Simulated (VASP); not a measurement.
# SiC (P1) in VASP: further runs

The runs below take SiC through single point, with r2SCAN.

All numbers are computed with VASP 6.6.1; they aren't measurements. Logs are shortened: lines on timing, memory, paths and dates and some standing lists are left out, and cuts for length are marked.

## 1. The cell of the first run

The typed cell holds 16 atoms: a = 6.151 Å, b = 6.151 Å, c = 5.048 Å, α = 90.00°, β = 90.00°, γ = 120.00°.

## 2. Single point, r2SCAN

POSCAR reads:

```
SiC
1.0
    6.1507128199      0.0000000001      0.0000000000
   -3.0753564100      5.3266735534      0.0000000000
    0.0000000000      0.0000000000      5.0481087359
Si C
8 8
Direct
    0.1577902716      0.3350013816      0.4906275062
    0.3473295240      0.1741122280      0.9945106698
    0.1693436048      0.8279602562      0.4962561488
    0.3353678311      0.6674007642      1.0017622964
    0.6638249921      0.3295471334      0.5047607200
    0.8380803711      0.1751886971      1.0000973165
    0.6533485383      0.8254939890      0.4979866979
    0.8361059206      0.6649474507      1.0067501050
    0.1727184472      0.3466292765      0.8803039381
    0.3402598981      0.1700014072      0.3782420506
    0.1709346607      0.8404733189      0.8750597959
    0.3180006644      0.6587495864      0.3720250688
    0.6727573686      0.3346439353      0.8705036341
    0.8229854480      0.1541119409      0.3743485132
    0.6712581407      0.8323451692      0.8804929197
    0.8283003376      0.6638591542      0.3816023190
```

INCAR.step1 reads:

```
SYSTEM = SiC
PREC = Accurate
ENCUT = 520
ISMEAR = -1
SIGMA = 0.052
LREAL = Auto
LASPH = .True.
NELM = 60
NBANDS = 46
GGA = PE
ALGO = Normal
EDIFF = 1E-4
LWAVE = .True.
LCHARG = .False.
```

INCAR.step2 reads:

```
SYSTEM = SiC
PREC = Accurate
ENCUT = 520
EDIFF = 1E-6
ISMEAR = -1
SIGMA = 0.052
LREAL = Auto
LASPH = .True.
NELM = 60
ALGO = Normal
ISIF = 2
LWAVE = .False.
LCHARG = .False.
METAGGA = R2SCAN
LMIXTAU = .True.
NBANDS = 46
ISTART = 1
```

KPOINTS reads:

```
regular mesh
0
Gamma
  3 3 4
  0 0 0
```

Potentials or basis: VASP PAW PBE potentials, release 64 (Si, C).

Launch:

```console
> cat potpaw_PBE.64/Si/POTCAR potpaw_PBE.64/C/POTCAR > POTCAR
> cp INCAR.step1 INCAR
> mpirun -np 1 vasp_std > vasp.out
> cp INCAR.step2 INCAR
> mpirun -np 1 vasp_std > vasp.out
```

OUTCAR:

```text
SYSTEM = SiC
   PREC = Accurate
   ENCUT = 520
   EDIFF = 1E-6
   ISMEAR = -1
   LREAL = Auto
   LASPH = .True.
   NELM = 60
   ISIF = 2
   METAGGA = R2SCAN
   ISTART = 1

 ion  position               nearest neighbor table
   1  0.158  0.335  0.491-  12 1.83  14 1.88  10 1.94   9 1.97   3 3.00   6 3.01   5 3.02   7 3.03
                             4 3.04   6 3.08   7 3.12   2 3.12   4 3.13   5 3.13
   2  0.347  0.174  0.995-  13 1.84  11 1.88   9 1.94  10 1.94   5 2.99   8 3.01   6 3.02   4 3.07
                             5 3.08   4 3.08   3 3.12   1 3.12   3 3.13   6 3.14   8 3.14
   3  0.169  0.828  0.496-  12 1.81  16 1.91  11 1.91  10 1.92   7 2.98   1 3.00   8 3.04   4 3.04
                             5 3.06   5 3.09   4 3.09   2 3.12   8 3.13   2 3.13
   4  0.335  0.667  0.002-   9 1.82  12 1.87  15 1.89  11 1.91   7 3.02   1 3.04   3 3.04   6 3.04
                             7 3.06   8 3.06   2 3.07   2 3.08   8 3.09   3 3.09   6 3.11   1 3.13
   5  0.664  0.330  0.505-  10 1.84  13 1.85  16 1.89  14 1.90   2 2.99   1 3.02   6 3.05   3 3.06
                             7 3.07   2 3.08   7 3.08   8 3.08   3 3.09   6 3.09   8 3.10   1 3.13
   6  0.838  0.175  0.000-  13 1.85   9 1.88  14 1.89  15 1.92   1 3.01   2 3.02   8 3.02   4 3.04
                             5 3.05   1 3.08   5 3.09   4 3.11   7 3.13   8 3.13   2 3.14   7 3.15
   7  0.653  0.825  0.498-  14 1.86  16 1.89  12 1.90  15 1.93   3 2.98   4 3.02   1 3.03   4 3.06
                             5 3.07   8 3.08   5 3.08   1 3.12   6 3.13   6 3.15
   8  0.836  0.665  0.007-  15 1.88  13 1.89  16 1.89  11 1.90   2 3.01   6 3.02   3 3.04   4 3.06
                             7 3.08   5 3.08   4 3.09   5 3.10   3 3.13   6 3.13   2 3.14
   9  0.173  0.347  0.880-   4 1.82   6 1.88   2 1.94   1 1.97
  10  0.340  0.170  0.378-   5 1.84   3 1.92   1 1.94   2 1.94
  11  0.171  0.840  0.875-   2 1.88   8 1.90   4 1.91   3 1.91
  12  0.318  0.659  0.372-   3 1.81   1 1.83   4 1.87   7 1.90
  13  0.673  0.335  0.871-   2 1.84   5 1.85   6 1.85   8 1.89
  14  0.823  0.154  0.374-   7 1.86   1 1.88   6 1.89   5 1.90
  15  0.671  0.832  0.880-   8 1.88   4 1.89   6 1.92   7 1.93
  16  0.828  0.664  0.382-   5 1.89   7 1.89   8 1.89   3 1.91

  LATTYP: Found a hexagonal cell.
 ALAT       =     6.1507128199
 C/A-ratio  =     0.8207355609

  Lattice vectors:

 A1 = (   6.1507128199,   0.0000000001,   0.0000000000)
 A2 = (  -3.0753564100,   5.3266735534,   0.0000000000)
 A3 = (   0.0000000000,   0.0000000000,   5.0481087359)

Analysis of symmetry for initial positions (statically):
=====================================================================
 Subroutine PRICEL returns:
 Original cell was already a primitive cell.

 Routine SETGRP: Setting up the symmetry group for a
 hexagonal supercell.

 Subroutine GETGRP returns: Found  1 space group operations
 (whereof  1 operations were pure point group operations)
 out of a pool of 24 trial point group operations.

The static configuration has the point symmetry C_1 .

Analysis of symmetry for dynamics (positions and initial velocities):
=====================================================================
 Subroutine PRICEL returns:
 Original cell was already a primitive cell.

 Routine SETGRP: Setting up the symmetry group for a
 hexagonal supercell.

 Subroutine GETGRP returns: Found  1 space group operations
 (whereof  1 operations were pure point group operations)
 out of a pool of 24 trial point group operations.

The dynamic configuration has the point symmetry C_1 .

 Subroutine INISYM returns: Found  1 space group operations
 (whereof  1 operations are pure point group operations),
 and found     1 'primitive' translations

----------------------------------------------------------------------------------------

                                     Primitive cell

  volume of cell :     165.3904

  direct lattice vectors                    reciprocal lattice vectors
     6.150712820  0.000000000  0.000000000     0.162582782  0.093867213  0.000000000
    -3.075356410  5.326673553  0.000000000    -0.000000000  0.187734426  0.000000000
     0.000000000  0.000000000  5.048108736     0.000000000  0.000000000  0.198093990

  length of vectors
     6.150712820  6.150712820  5.048108736     0.187734426  0.187734426  0.198093990

  position of ions in fractional coordinates (direct lattice)
     0.157790272  0.335001382  0.490627506
     0.347329524  0.174112228  0.994510670
     0.169343605  0.827960256  0.496256149
     0.335367831  0.667400764  0.001762296
     0.663824992  0.329547133  0.504760720
     0.838080371  0.175188697  0.000097317
[... 8 lines left out ...]
     0.671258141  0.832345169  0.880492920
     0.828300338  0.663859154  0.381602319

  ion indices of the primitive-cell ions
   primitive index   ion index
                 1           1
                 2           2
                 3           3
                 4           4
                 5           5
                 6           6
[... 8 lines left out ...]
                15          15
                16          16

----------------------------------------------------------------------------------------

 KPOINTS: regular mesh

Automatic generation of k-mesh.
 Grid dimensions read from file:
 generate k-points for:    3    3    4

 Generating k-lattice:

  Cartesian coordinates                     Fractional coordinates (reciprocal lattice)
     0.054194261  0.031289071  0.000000000     0.333333333  0.000000000  0.000000000
    -0.000000000  0.062578142  0.000000000    -0.000000000  0.333333333  0.000000000
     0.000000000  0.000000000  0.049523497     0.000000000  0.000000000  0.250000000

  Length of vectors
     0.062578142  0.062578142  0.049523497

  Shift w.r.t. Gamma in fractional coordinates (k-lattice)
     0.000000000  0.000000000  0.000000000

 Subroutine IBZKPT returns following result:
 ===========================================

 Found     19 irreducible k-points:

 Following reciprocal coordinates:
            Coordinates               Weight
  0.000000  0.000000  0.000000      1.000000
  0.333333 -0.000000  0.000000      2.000000
  0.000000  0.333333  0.000000      2.000000
 -0.333333  0.333333  0.000000      2.000000
  0.333333  0.333333  0.000000      2.000000
  0.000000  0.000000  0.250000      2.000000
[... 11 lines left out ...]
 -0.333333  0.333333  0.500000      2.000000
  0.333333  0.333333  0.500000      2.000000
   k-points           NKPTS =     19   k-points in BZ     NKDIM =     19   number of bands    NBANDS=     46
   number of dos      NEDOS =    301   number of ions     NIONS =     16
   total plane-waves  NPLWV =  92160
   dimension x,y,z NGX =    48 NGY =   48 NGZ =   40
   dimension x,y,z NGXF=    96 NGYF=   96 NGZF=   80
   ions per type =               8   8
   NGX,Y,Z   is equivalent  to a cutoff of  12.97, 12.97, 13.17 a.u.
   NGXF,Y,Z  is equivalent  to a cutoff of  25.95, 25.95, 26.35 a.u.
 SYSTEM =  SiC
   PREC   = accura    normal or accurate (medium, high low for compatibility)
   ISTART =      1    job   : 0-new  1-cont  2-samecut
   ICHARG =      0    charge: 1-file 2-atom 10-const
   ISPIN  =      1    spin polarized calculation?
   LNONCOLLINEAR =      F non collinear calculations
   LSORBIT =      F    spin-orbit coupling
   LASPH  =      T    aspherical Exc in radial PAW
   ENCUT  =  520.0 eV  38.22 Ry    6.18 a.u.  11.44 11.44  9.39*2*pi/ulx,y,z
   NELM   =     60;   NELMIN=  2; NELMDL=  0     # of ELM steps
   EDIFF  = 0.1E-05   stopping-criterion for ELM
   LREAL  =      T    real-space projection
   EDIFFG = 0.1E-04   stopping-criterion for IOM
   NSW    =      0    number of steps for IOM
   IBRION =     -1    ionic relax: 0-MD 1-quasi-New 2-CG
   NFREE  =      0    steps in history (QN), initial steepest desc. (CG)
   ISIF   =      2    stress and relaxation
   ISYM   =      2    0-nonsym 1-usesym 2-fastsym
   POTIM  = 0.5000    time-step for ionic-motion
   TEBEG  =    0.0;   TEEND  =   0.0 temperature during run
   PSTRESS=    0.0 pullay stress
   NELECT =      64.0000    total number of electrons
   NUPDOWN=      -1.0000    fix difference up-down
   EMIN   =  10.00;   EMAX   =-10.00  energy-range for DOS
   EFERMI =   0.00;   METHOD = LEGACY
   ISMEAR =    -1;   SIGMA  =   0.05  broadening in eV -4-tet -1-fermi 0-gaus
   EFERMI_NEDOS =   21; number of points for ismear=-14 and -15
   IALGO  =     38    algorithm
   IMIX   =      4    mixing-type and parameters
     AMIX     =   0.40;   BMIX     =  1.00
     AMIX_MAG =   1.60;   BMIX_MAG =  1.00
  volume/ion in A,a.u.               =      10.34        69.76
  Fermi-wavevector in a.u.,A,eV,Ry     =   1.192975  2.254396 19.363673  1.423190
  Thomas-Fermi vector in A             =   2.329001
   LORBIT       =      0    0 simple, 1 ext, 2 COOP (PROOUT), +10 PAW based schemes
   METAGGA = R2SCAN    functional components
   LHFCALC =     F    Hartree Fock is set to
   AEXX    =    0.0000 exact exchange contribution
   IVDW    =     0    specifies the selected vdW correction
   LEPSILON=     F    determine dielectric tensor
   LRPA    =     F    only Hartree local field effects (RPA)
 non-spin polarized calculation
  energy-cutoff  :      520.00
  volume of cell :      165.39
 maximum number of plane-waves:      4482
 NGX is ok and might be reduce to    48
   NGX = 23   NGY = 23   NGZ = 19

 number of electron      64.0000000 magnetization

 Free energy of the ion-electron system (eV)
  ---------------------------------------------------
  ext. energy  EPLUGINS =         0.00000000
  ---------------------------------------------------
  free energy    TOTEN  =      -154.05868642 eV

  energy without entropy =     -154.05868642  energy(sigma->0) =     -154.05868642

 E-fermi :   9.2805     XC(G=0): -11.9284

 val. band max:        8.1989925785   @ k =   0.0000   0.0000   0.0000
 cond. band min:      10.8174387496   @ k =   0.3333   0.3333   0.0000
 fundamental gap:      2.6184461711
 Fermi energy:         9.2804537400

 k-point     1 :       0.0000    0.0000    0.0000
  band No.  band energies     occupation
      1      -8.2368      2.00000
      2      -5.1983      2.00000
      3      -4.7385      2.00000
      4      -4.6446      2.00000
      5      -4.5023      2.00000
      6      -3.4815      2.00000
[... 882 lines left out ...]
     43      16.0710      0.00000
     44      16.1657      0.00000
 [bands above 44 left out]

------------------------ aborting loop because EDIFF is reached ----------------------------------------

  FORCE on cell =-STRESS in cart. coord.  units (eV):
  Direction    XX          YY          ZZ          XY          YZ          ZX
  --------------------------------------------------------------------------------------
  -------------------------------------------------------------------------------------
  Total       -0.2062893      1.6473129     -0.1921622     -0.2004689      0.1144855     -0.2365767
  in kB       -1.9983757     15.9579257     -1.8615225     -1.9419919      1.1090496     -2.2917772
  external PRESSURE =       4.0326758 kB  Pullay stress =       0.0000000 kB

 VOLUME and BASIS-vectors are now :
 -----------------------------------------------------------------------------
  energy-cutoff  :      520.00
  volume of cell :      165.39
      direct lattice vectors                 reciprocal lattice vectors
     6.150712820  0.000000000  0.000000000     0.162582782  0.093867213  0.000000000
    -3.075356410  5.326673553  0.000000000    -0.000000000  0.187734426  0.000000000
     0.000000000  0.000000000  5.048108736     0.000000000  0.000000000  0.198093990

 POSITION                                       TOTAL-FORCE (eV/Angst)
 -----------------------------------------------------------------------------------
     -0.05973      1.78444      2.47674         1.046709     -1.308659      1.175119
      1.60087      0.92744      5.02040        -1.376431     -0.363024      0.597504
     -1.50469      4.41027      2.50516        -1.828970      1.169903      0.682353
      0.01026      3.55503      0.00890        -0.206399      1.080282     -0.480628
      3.06952      1.75539      2.54809         0.346645      0.400314     -0.703964
      4.61602      0.93317      0.00049         0.559502     -1.237987     -0.116500
[... 8 lines left out ...]
      1.56896      4.43363      4.44482        -0.570121      0.353722     -0.349731
      3.05303      3.53616      1.92637         0.386868     -0.088494     -0.351333
 -----------------------------------------------------------------------------------
    total drift:                               -0.023322     -0.008538     -0.002039

  FREE ENERGIE OF THE ION-ELECTRON SYSTEM (eV)
  ---------------------------------------------------
  free  energy   TOTEN  =      -154.0586864170 eV

  energy  without entropy=     -154.0586864169  energy(sigma->0) =     -154.05868642
```

It took 8.4 min on 1 thread of Intel Xeon 6975P-C, shared host; peak memory 0.34 GiB.

What came out:

| Property | Result |
| --- | --- |
| Free energy | -154.0587 eV |
| Pressure | 0.4 GPa |
| Largest force | 2.276 eV/Å |
| Band gap on the k mesh | 2.62 eV |

Forces in eV/Å, atoms in the order of the input:
```
Si   1.047 -1.309  1.175
Si  -1.376 -0.363  0.598
Si  -1.829  1.170  0.682
Si  -0.206  1.080 -0.481
Si   0.347  0.400 -0.704
Si   0.560 -1.238 -0.117
Si   0.906 -0.080  0.663
Si  -0.057  0.639 -0.535
C    0.349 -1.416 -0.894
C   -1.003 -0.468 -0.494
C    0.354 -0.484  0.089
C    1.237  0.441 -0.055
C   -0.020  0.381  0.685
C   -0.124  0.980  0.089
C   -0.570  0.354 -0.350
C    0.387 -0.088 -0.351
```

Levels at points of the mesh, in eV from the valence-band top:
```tsv
k point	band 29	band 30	band 31	band 32	band 33	band 34	band 35	band 36
(0.00, 0.00, 0.00)	-1.19	-0.13	-0.10	0.00	3.02	3.10	3.39	4.42
(0.00, 0.00, 0.50)	-0.88	-0.84	-0.77	-0.67	3.41	3.50	3.61	3.66
```

Caveat: the PAW data sets were made with another functional, which shifts forces and pressure a little. r2SCAN opens gaps a little over a GGA but as a rule still falls short of measured ones.

## 3. Single point, r2SCAN

POSCAR reads:

```
SiC
1.0
    6.1507128199      0.0000000001      0.0000000000
   -3.0753564100      5.3266735534      0.0000000000
    0.0000000000      0.0000000000      5.0481087359
Si C
8 8
Direct
    0.1683159523      0.3310026384      0.5054908944
    0.3388516422      0.1774178557      0.9967431890
    0.1564869186      0.8248601976      0.5007160369
    0.3327662763      0.6705306725      0.9925416155
    0.6668949036      0.3307428139      0.5060073254
    0.8413247961      0.1691999690      0.9958882154
    0.6502141374      0.8197168376      0.5043366007
    0.8434570916      0.6776493742      0.9987601820
    0.1734352677      0.3403734022      0.8630446030
    0.3336470639      0.1635996633      0.3713164866
    0.1786729537      0.8460082929      0.8672647974
    0.3190976746      0.6549849479      0.3706180072
    0.6726353158      0.3387427410      0.8787140357
    0.8314339809      0.1616504168      0.3741111966
    0.6657160135      0.8272264023      0.8852622306
    0.8293095473      0.6647944471      0.3841664476
```

INCAR.step1 reads:

```
SYSTEM = SiC
PREC = Accurate ; ENCUT = 520
ISMEAR = -1 ; SIGMA = 0.069
LREAL = Auto ; LASPH = .True.
NELM = 100 ; NBANDS = 46
GGA = PE ; ALGO = Normal
EDIFF = 1E-4 ; LWAVE = .True.
LCHARG = .False.
```

INCAR.step2 reads:

```
SYSTEM = SiC
PREC = Accurate ; ENCUT = 520
EDIFF = 1E-6 ; ISMEAR = -1
SIGMA = 0.069 ; LREAL = Auto
LASPH = .True. ; NELM = 100
ALGO = Normal ; ISIF = 2
LWAVE = .False. ; LCHARG = .False.
METAGGA = R2SCAN ; LMIXTAU = .True.
NBANDS = 46 ; ISTART = 1
```

KPOINTS is that of step 2.

Potentials or basis: VASP PAW PBE potentials, release 64 (Si, C).

Launch:

```console
> cat potpaw_PBE.64/Si/POTCAR potpaw_PBE.64/C/POTCAR > POTCAR
> cp INCAR.step1 INCAR
> mpirun -np 1 vasp_std > vasp.out
> cp INCAR.step2 INCAR
> mpirun -np 1 vasp_std > vasp.out
```

Wall time 9.4 min (1 thread of Intel Xeon 6975P-C, shared host); peak memory 0.34 GiB.

The run converged. Its results:

- Free energy: -154.1065 eV
- Pressure: 0.1 GPa
- Largest force: 2.165 eV/Å
- Band gap on the k mesh: 2.46 eV

Forces in eV/Å, atoms in the order of the input:
```
Si  -0.455 -0.829 -1.948
Si   0.582 -0.281  0.341
Si   0.535  1.027 -0.720
Si   0.195 -0.146  0.873
Si   0.070 -0.215 -0.866
Si  -0.739 -0.210  0.540
Si   0.662  1.161 -0.499
Si   0.193 -1.052  0.677
C   -0.284 -0.293  1.622
C   -0.226 -0.023  0.433
C   -0.609 -0.475  0.858
C    0.239  0.633  0.178
C    0.292  0.080 -0.089
C    0.103 -0.166  0.493
C   -0.330  1.005 -1.045
C   -0.229 -0.215 -0.847
```

Stress tensor (GPa, compression positive):
```
-0.07 -0.46  0.37
-0.46 -0.42  0.01
 0.37  0.01  0.94
```

Levels at points of the mesh, in eV from the valence-band top:
```
           k point  band 28  band 29  band 30  band 31  band 32  band 33  band 34  band 35  band 36  band 37
(0.00, 0.00, 0.00)    -1.35    -1.28    -0.29    -0.16     0.00     3.00     3.04     3.18     4.28     4.51
(0.00, 0.00, 0.50)    -2.35    -1.12    -0.98    -0.70    -0.64     3.27     3.39     3.53     3.60     3.71
```

Caveat: the PAW data sets were made with another functional, which shifts forces and pressure a little. A k mesh can miss the band edges.
